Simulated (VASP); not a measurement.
Write the native input for VASP 6.6.1 that does the following.

```
Task                   : single point
Functional             : r2SCAN
Dispersion             : D3(BJ)
Potentials or basis    : VASP PAW PBE potentials, release 64 (O_h, H_h, C_h)
Cutoff                 : 910 eV
k mesh                 : 1 × 1 × 1
Occupations            : fermi-dirac, width 0.02 eV
Spin                   : no spin polarisation
Dipole correction      : no
Second run             : hard_potentials
Further INCAR settings : LREAL = Auto; ALGO = Normal; EDIFF = 1e-06; NBANDS = 72
```

The system is H22CO12.

```xyz
35
Lattice="7.1335 0.0000 0.0000 0.0000 7.1335 0.0000 0.0000 0.0000 7.1335" Properties=species:S:1:pos:R:3 pbc="T T T"
O     1.6497    7.1460    2.6046
O     5.4366    2.4065    2.6143
O     1.2257    5.3983    5.9081
O     4.1940    1.1135    6.2937
O     6.2794    2.9896    5.3937
O     3.4655    4.1375    6.7190
O     1.7303    1.5786    4.9312
O     5.7849    5.9181    5.6182
O     6.2661   -0.1340    1.4047
O     0.1284    4.1747    1.4556
O     3.2280    4.1185    4.0749
O     4.4128    5.8327    3.1495
H     2.2144    7.4314    1.9051
H     0.7160    7.0659    2.2355
H     5.6450    3.1584    1.9964
H     4.6254    2.7015    3.0185
H     0.9827    4.8670    5.1105
H     0.3613    5.9450    6.0672
H     4.9779    1.7380    5.9845
H     3.4638    1.1951    5.6725
H     5.9429    3.8241    5.7240
H     6.3053    2.9699    4.4093
H     2.5619    4.5611    6.7795
H     3.5601    3.2676    7.0483
H     0.9191    2.0419    5.0013
H     1.6186    0.9482    4.1113
H     5.3558    6.5842    6.1029
H     5.4370    6.0796    4.7385
H     6.0643    0.7557    1.7392
H     5.5054   -0.6752    1.6995
H     0.1863    5.0491    1.0444
H     0.5236    3.5792    0.7835
H     3.5925    4.2016    5.0324
H     3.1029    4.5746    2.1523
C     3.5922    4.9158    3.0750
```

One way to write it, as run:

POSCAR

```
H22CO12
1.0
    7.1334920000      0.0000000000      0.0000000000
    0.0000000000      7.1334920000      0.0000000000
    0.0000000000      0.0000000000      7.1334920000
O H C
12 22 1
Direct
    0.2312612112      1.0017534189      0.3651227197
    0.7621232350      0.3373523094      0.3664825025
    0.1718232809      0.7567541956      0.8282198957
    0.5879308479      0.1560946588      0.8822747681
    0.8802701398      0.4190934818      0.7561093501
    0.4858069512      0.5800104633      0.9418949373
    0.2425600253      0.2212941432      0.6912743436
    0.8109492518      0.8296217336      0.7875806127
    0.8784056953     -0.0187846289      0.1969161807
    0.0179995996      0.5852253006      0.2040515360
    0.4525132992      0.5773469712      0.5712349576
    0.6186030628      0.8176500373      0.4415088711
    0.3104230018      1.0417618748      0.2670641532
    0.1003715992      0.9905246967      0.3133808799
    0.7913375385      0.4427565069      0.2798629339
    0.6484061383      0.3787065297      0.4231447936
    0.1377586181      0.6822745438      0.7164092986
    0.0506484061      0.8333926778      0.8505231379
    0.6978209270      0.2436394405      0.8389299378
    0.4855686388      0.1675336567      0.7951925929
    0.8330982918      0.5360768611      0.8024120585
    0.8839009001      0.4163318610      0.6181124196
    0.3591368715      0.6393923201      0.9503760571
    0.4990683385      0.4580645776      0.9880574619
    0.1288429285      0.2862412967      0.7011012278
    0.2269014951      0.1329222771      0.5763376478
    0.7507963842      0.9229981613      0.8555276995
    0.7621793085      0.8522614170      0.6642609258
    0.8501166049      0.1059368960      0.2438076611
    0.7717678803     -0.0946521003      0.2382423643
    0.0261162415      0.7078020134      0.1464079584
    0.0734002365      0.5017458490      0.1098340056
    0.5036102935      0.5889962448      0.7054609440
    0.4349763061      0.6412848013      0.3017175880
    0.5035682384      0.6891155131      0.4310651782
```

INCAR.step1

```
SYSTEM = H22CO12
ALGO = Normal
EDIFF = 1E-5
ENCUT = 910
GGA = PE
GGA_COMPAT = .FALSE.
ISMEAR = -1
LASPH = .TRUE.
LCHARG = .FALSE.
LREAL = Auto
LWAVE = .TRUE.
NBANDS = 72
NELM = 120
PREC = Accurate
SIGMA = 0.02
```

INCAR.step2

```
SYSTEM = H22CO12
ALGO = Normal
EDIFF = 1E-6
ENCUT = 910
GGA_COMPAT = .FALSE.
ISIF = 2
ISMEAR = -1
ISTART = 1
IVDW = 12
LASPH = .TRUE.
LCHARG = .FALSE.
LMIXTAU = .TRUE.
LREAL = Auto
LWAVE = .FALSE.
METAGGA = R2SCAN
NBANDS = 72
NELM = 120
PREC = Accurate
SIGMA = 0.02
VDW_A1 = 0.49484001
VDW_A2 = 5.73083694
VDW_S6 = 1.0
VDW_S8 = 0.78981345
```

KPOINTS

```
k-points
0
G
  1 1 1
  0 0 0
```

Potentials or basis: VASP PAW PBE potentials, release 64 (O_h, H_h, C_h).

Run with:

```bash
$ cat potpaw_PBE.64/O_h/POTCAR potpaw_PBE.64/H_h/POTCAR potpaw_PBE.64/C_h/POTCAR > POTCAR
$ cp INCAR.step1 INCAR
$ mpirun -np 1 vasp_gam > vasp.out
$ cp INCAR.step2 INCAR
$ mpirun -np 1 vasp_gam > vasp.out
```

Results of the run:

```json
{
 "Pressure": "-2.3 GPa",
 "Largest force": "3.214 eV/Å",
 "Band gap on the k mesh": "4.97 eV",
 "Dispersion energy per atom": "-0.017 eV"
}
```

Caveat: the k points lie up to 0.88 Å⁻¹ apart; the cutoff is under 1.25 times the usual one of these potentials, so pressure, stress and relaxed cells hold a basis-set (Pulay) error; the PAW data sets were made with another functional, which shifts forces and pressure a little.

It took 3.5 min on 1 thread of Intel(R) Xeon(R) 6975P-C (Granite Rapids) (shared host), peak memory 0.8 GiB.
